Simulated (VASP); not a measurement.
# C (P6_3/mmc) in VASP: notebook

The runs below take C through vibrations by perturbation theory, with PBEsol.

Program: VASP 6.6.1. These are calculated values, not measurements. Logs are shortened: lines on timing, memory, paths and dates and some standing lists are left out, and cuts for length are marked.

## 1. The cell of the first run

The structure is hexagonal, space group P6_3/mmc (No. 194). The conventional cell has a = 2.459 Å, b = 2.459 Å, c = 7.247 Å, α = 90.00°, β = 90.00°, γ = 120.00°. Within 1.9 Å of C (site symmetry -6m2) lie 3 C at 1.42 Å. C (site symmetry -6m2) has 3 C at 1.42 Å within 1.9 Å.

## 2. Vibrations by perturbation theory, PBEsol

File INCAR:

```
PREC = Accurate
ENCUT = 520
EDIFF = 1E-8
ISMEAR = 0
SIGMA = 0.01
LREAL = False
LASPH = True
NELM = 80
ALGO = Normal
ISIF = 2
LWAVE = False
LCHARG = False
GGA = PS
IBRION = 8
NSW = 1
```

File KPOINTS:

```
Automatic mesh
0
Gamma
  10 10 4
```

File POSCAR:

```
C
1.0
    2.4588679805      0.0000000000      0.0000000000
   -1.2294339902      2.1294421357      0.0000000000
    0.0000000000      0.0000000000      7.2472910995
C
4
Direct
    0.0000000000      0.0000000000      0.0025001411
    0.0000000000      0.0000000000      0.5025001411
    0.3333333333      0.6666666667      0.0024998589
    0.6666666667      0.3333333333      0.5024998589
```

Potentials or basis: VASP PAW PBE potentials, release 64 (C).

Run with:

```bash
> cat potpaw_PBE.64/C/POTCAR > POTCAR
> mpirun -np 1 vasp_std > vasp.out
```

OUTCAR:

```text
PREC = Accurate
   ENCUT = 520
   EDIFF = 1E-8
   ISMEAR = 0
   LREAL = False
   LASPH = True
   NELM = 80
   ISIF = 2
   GGA = PS
   IBRION = 8
   NSW = 1

 ion  position               nearest neighbor table
   1  0.000  0.000  0.003-   3 1.42   3 1.42   3 1.42
   2  0.000  0.000  0.503-   4 1.42   4 1.42   4 1.42
   3  0.333  0.667  0.002-   1 1.42   1 1.42   1 1.42
   4  0.667  0.333  0.502-   2 1.42   2 1.42   2 1.42

  LATTYP: Found a hexagonal cell.
 ALAT       =     2.4588679805
 C/A-ratio  =     2.9474096035

  Lattice vectors:

 A1 = (   2.4588679805,   0.0000000000,   0.0000000000)
 A2 = (  -1.2294339902,   2.1294421357,   0.0000000000)
 A3 = (   0.0000000000,   0.0000000000,   7.2472910995)

Analysis of symmetry for initial positions (statically):
=====================================================================
 Subroutine PRICEL returns:
 Original cell was already a primitive cell.

 Routine SETGRP: Setting up the symmetry group for a
 hexagonal supercell.

 Subroutine GETGRP returns: Found 24 space group operations
 (whereof  6 operations were pure point group operations)
 out of a pool of 24 trial point group operations.

The static configuration has the point symmetry C_3v.
 The point group associated with its full space group is D_6h.

Analysis of symmetry for dynamics (positions and initial velocities):
=====================================================================
 Subroutine PRICEL returns:
 Original cell was already a primitive cell.

 Routine SETGRP: Setting up the symmetry group for a
 hexagonal supercell.

 Subroutine GETGRP returns: Found 24 space group operations
 (whereof  6 operations were pure point group operations)
 out of a pool of 24 trial point group operations.

The dynamic configuration has the point symmetry C_3v.
 The point group associated with its full space group is D_6h.

 Subroutine INISYM returns: Found 24 space group operations
 (whereof  6 operations are pure point group operations),
 and found     1 'primitive' translations

----------------------------------------------------------------------------------------

                                     Primitive cell

  volume of cell :      37.9469

  direct lattice vectors                    reciprocal lattice vectors
     2.458867980  0.000000000  0.000000000     0.406691212  0.234803281  0.000000000
    -1.229433990  2.129442136  0.000000000     0.000000000  0.469606562  0.000000000
     0.000000000  0.000000000  7.247291099     0.000000000  0.000000000  0.137982590

  length of vectors
     2.458867980  2.458867981  7.247291099     0.469606562  0.469606562  0.137982590

  position of ions in fractional coordinates (direct lattice)
     0.000000000  0.000000000  0.002500141
     0.000000000  0.000000000  0.502500141
     0.333333333  0.666666667  0.002499859
     0.666666667  0.333333333  0.502499859

  ion indices of the primitive-cell ions
   primitive index   ion index
                 1           1
                 2           2
                 3           3
                 4           4

----------------------------------------------------------------------------------------

 KPOINTS: Automatic mesh

Automatic generation of k-mesh.
 Grid dimensions read from file:
 generate k-points for:   10   10    4

 Generating k-lattice:

  Cartesian coordinates                     Fractional coordinates (reciprocal lattice)
     0.040669121  0.023480328  0.000000000     0.100000000  0.000000000  0.000000000
     0.000000000  0.046960656  0.000000000     0.000000000  0.100000000  0.000000000
     0.000000000  0.000000000  0.034495648     0.000000000  0.000000000  0.250000000

  Length of vectors
     0.046960656  0.046960656  0.034495648

  Shift w.r.t. Gamma in fractional coordinates (k-lattice)
     0.000000000  0.000000000  0.000000000

 Subroutine IBZKPT returns following result:
 ===========================================

[... 76 lines left out ...]
   LEPSILON=     F    determine dielectric tensor
   LRPA    =     F    only Hartree local field effects (RPA)
 non-spin polarized calculation
 Gauss-broadening in eV      SIGMA  =   0.01
  energy-cutoff  :      520.00
  volume of cell :       37.95
 maximum number of plane-waves:      1046
   NGX =  9   NGY =  9   NGZ = 27

--------------------------------------- Ionic step        1  -------------------------------------------

 number of electron      15.9999996 magnetization

 Free energy of the ion-electron system (eV)
  ---------------------------------------------------
  ext. energy  EPLUGINS =         0.00000000
  ---------------------------------------------------
  free energy    TOTEN  =       -38.58848422 eV

  energy without entropy =      -38.58848422  energy(sigma->0) =      -38.58848422

 E-fermi :   3.3881     XC(G=0): -10.0163

 val. band max:        3.3024879558   @ k =   0.3000   0.3000   0.0000
 cond. band min:       4.8213609600   @ k =   0.3000   0.3000   0.0000
 fundamental gap:      1.5188730043
 Fermi energy:         3.3881289336

 k-point     1 :       0.0000    0.0000    0.0000
  band No.  band energies     occupation
      1     -15.6223      2.00000
      2     -15.4568      2.00000
      3      -4.3374      2.00000
      4      -3.0020      2.00000
      5       1.0073      2.00000
      6       1.0073      2.00000
      7       1.0153      2.00000
      8       1.0153      2.00000
      9       7.5132      0.00000
     10      12.3415      0.00000
     11      12.3480      0.00000
     12      12.3671      0.00000
[... 331 lines left out ...]
 k-point    24 :       0.4000    0.1000    0.2500
  band No.  band energies     occupation
      1     -10.7903      2.00000
      2     -10.7128      2.00000
      3      -8.3936      2.00000
      4      -8.3327      2.00000
      5      -3.1100      2.00000
      6      -3.0849      2.00000
      7       1.2049      2.00000
      8       1.7220      2.00000
      9       5.8599      0.00000
     10       6.2627      0.00000
     11      12.3970      0.00000
     12      12.5734      0.00000

 [... further k-points ...]

------------------------ aborting loop because EDIFF is reached ----------------------------------------

  FORCE on cell =-STRESS in cart. coord.  units (eV):
  Direction    XX          YY          ZZ          XY          YZ          ZX
  --------------------------------------------------------------------------------------
  -------------------------------------------------------------------------------------
  Total        0.2126287      0.2126287      0.0101246      0.0000000     -0.0000000      0.0000000
  in kB        8.9775044      8.9775044      0.4274775      0.0000000     -0.0000000      0.0000000
  external PRESSURE =       6.1274955 kB  Pullay stress =       0.0000000 kB

 VOLUME and BASIS-vectors are now :
 -----------------------------------------------------------------------------
  energy-cutoff  :      520.00
  volume of cell :       37.95
      direct lattice vectors                 reciprocal lattice vectors
     2.458867980  0.000000000  0.000000000     0.406691212  0.234803281  0.000000000
    -1.229433990  2.129442136  0.000000000     0.000000000  0.469606562  0.000000000
     0.000000000  0.000000000  7.247291099     0.000000000  0.000000000  0.137982590

 POSITION                                       TOTAL-FORCE (eV/Angst)
 -----------------------------------------------------------------------------------
      0.00000      0.00000      0.01812        -0.000000      0.000000      0.000000
      0.00000      0.00000      3.64176         0.000000     -0.000000      0.000000
     -0.00000      1.41963      0.01812         0.000000     -0.000000      0.000000
      1.22943      0.70981      3.64176        -0.000000      0.000000     -0.000000
 -----------------------------------------------------------------------------------
    total drift:                               -0.000000     -0.000000      0.002438

  FREE ENERGIE OF THE ION-ELECTRON SYSTEM (eV)
  ---------------------------------------------------
  free  energy   TOTEN  =       -38.5884842183 eV

  energy  without entropy=      -38.5884842183  energy(sigma->0) =      -38.58848422

[... ionic steps 2 to 9 ...]

--------------------------------------- Ionic step       10  -------------------------------------------

------------------------ aborting loop because EDIFF is reached ----------------------------------------

[... ionic steps 11 to 11 ...]

--------------------------------------- Ionic step       12  -------------------------------------------

 Free energy of the ion-electron system (eV)
  ---------------------------------------------------
  ---------------------------------------------------
  free energy    TOTEN  =        -0.13950923 eV

  energy without entropy =       -0.13950923

------------------------ aborting loop because EDIFF is reached ----------------------------------------

 INTERNAL STRAIN TENSOR  FOR ION    3  DIRECTION 3   (eV/Angst):
 -----------------------------------------------------------------------------
     0.00053 -0.00000  0.00000
     0.00000  0.00053 -0.00000
     0.00000  0.00000  0.00329

 INTERNAL STRAIN TENSOR FOR ION    4 for displacements in x,y,z  (eV/Angst):
          X           Y           Z          XY          YZ          ZX
  --------------------------------------------------------------------------------
  x    -0.00000     0.00000     0.00000   -13.16111     0.00000     0.00000
  y   -13.16111    13.16111     0.00000     0.00000     0.00000     0.00000
  z     0.00000    -0.00000     0.00000     0.00000     0.00000     0.00000

 SECOND DERIVATIVES (NOT SYMMETRIZED)
 ------------------------------------
               1X          1Y          1Z          2X          2Y          2Z          3X          3Y          3Z          4X          4Y          4Z
  1X   -55.755740   -0.000000    0.000000   -0.074607   -0.000000    0.000000   55.764447    0.000000    0.000000    0.065899    0.000000    0.000000
  1Y    -0.000000  -55.755740    0.000000   -0.000000   -0.074607    0.000000    0.000000   55.764447    0.000000    0.000000    0.065899    0.000000
  1Z     0.000000   -0.000000  -16.807396   -0.000000   -0.000000   -0.000645    0.000000    0.000000   16.740118   -0.000000    0.000000    0.067922
  2X    -0.074607   -0.000000    0.000000  -55.755740   -0.000000    0.000000    0.065899    0.000000    0.000000   55.764447    0.000000    0.000000
  2Y    -0.000000   -0.074607    0.000000   -0.000000  -55.755740    0.000000    0.000000    0.065899    0.000000    0.000000   55.764447    0.000000
  2Z    -0.000000   -0.000000   -0.000645    0.000000   -0.000000  -16.807396   -0.000000    0.000000    0.067922    0.000000    0.000000   16.740118
  3X    55.729917    0.000000    0.000000    0.075378    0.000000    0.000000  -55.757897   -0.000000    0.000000   -0.047399   -0.000000    0.000000
  3Y     0.000000   55.729917    0.000000    0.000000    0.075378    0.000000   -0.000000  -55.757897    0.000000   -0.000000   -0.047399    0.000000
  3Z     0.000000    0.000000   16.740028    0.000000    0.000000    0.068125    0.000000    0.000000  -16.835404    0.000000    0.000000    0.027251
  4X     0.075378    0.000000    0.000000   55.729917    0.000000    0.000000   -0.047399   -0.000000    0.000000  -55.757897   -0.000000    0.000000
  4Y     0.000000    0.075378    0.000000    0.000000   55.729917    0.000000   -0.000000   -0.047399    0.000000   -0.000000  -55.757897    0.000000
  4Z     0.000000    0.000000    0.068125    0.000000    0.000000   16.740028    0.000000    0.000000    0.027251    0.000000    0.000000  -16.835404

 Eigenvectors and eigenvalues of the dynamical matrix
 ----------------------------------------------------

   1 f  =   47.660938 THz   299.462503 2PiTHz 1589.797756 cm-1   197.109712 meV
             X         Y         Z           dx          dy          dz
      0.000000  0.000000  0.018119    -0.231341   -0.443326    0.000000
      0.000000  0.000000  3.641765    -0.231341   -0.443326   -0.000000
     -0.000000  1.419628  0.018117     0.231289    0.443226   -0.000000
      1.229434  0.709814  3.641763     0.231289    0.443226    0.000000
[... 71 lines left out ...]
  12 f/i=    0.005347 THz     0.033599 2PiTHz    0.178372 cm-1     0.022115 meV
             X         Y         Z           dx          dy          dz
      0.000000  0.000000  0.018119     0.199680    0.458336    0.000000
      0.000000  0.000000  3.641765     0.199680    0.458336    0.000000
     -0.000000  1.419628  0.018117     0.199725    0.458439    0.000000
      1.229434  0.709814  3.641763     0.199725    0.458439    0.000000

--------------------------------------------------------------------------------------------------------

 ELASTIC MODULI CONTR FROM IONIC RELAXATION (kBar)
 Direction    XX          YY          ZZ          XY          YZ          ZX
 --------------------------------------------------------------------------------
 XX        -263.7572    263.7572      0.0000     -0.0000      0.0000      0.0000
 YY         263.7572   -263.7572     -0.0000     -0.0000      0.0000     -0.0000
 ZZ           0.0000     -0.0000     -0.0000     -0.0000      0.0000      0.0000
 XY          -0.0000     -0.0000     -0.0000   -263.7572      0.0000     -0.0000
 YZ           0.0000      0.0000      0.0000      0.0000      0.0000      0.0000
 ZX           0.0000     -0.0000      0.0000     -0.0000      0.0000     -0.0000
 --------------------------------------------------------------------------------
```

It took 3.1 min on 1 thread of Intel Xeon Platinum 8488C (Sapphire Rapids), shared host; peak memory 0.27 GiB.

Results:

* Highest phonon frequency at Γ: 1590 cm⁻¹

Phonon frequencies in cm⁻¹ (negative: imaginary):
| q point | frequencies |
| --- | --- |
| (0.000, 0.000, 0.000) | 0 0 0 21 21 61 871 872 1588 1588 1590 1590 |

Caveat: this functional lacks dispersion, which binds layers or chains, so the pressure and a relaxed spacing across them are unreliable; the PAW data sets were made with another functional, which shifts forces and pressure a little.

(Part 1 of 2 ends here.)
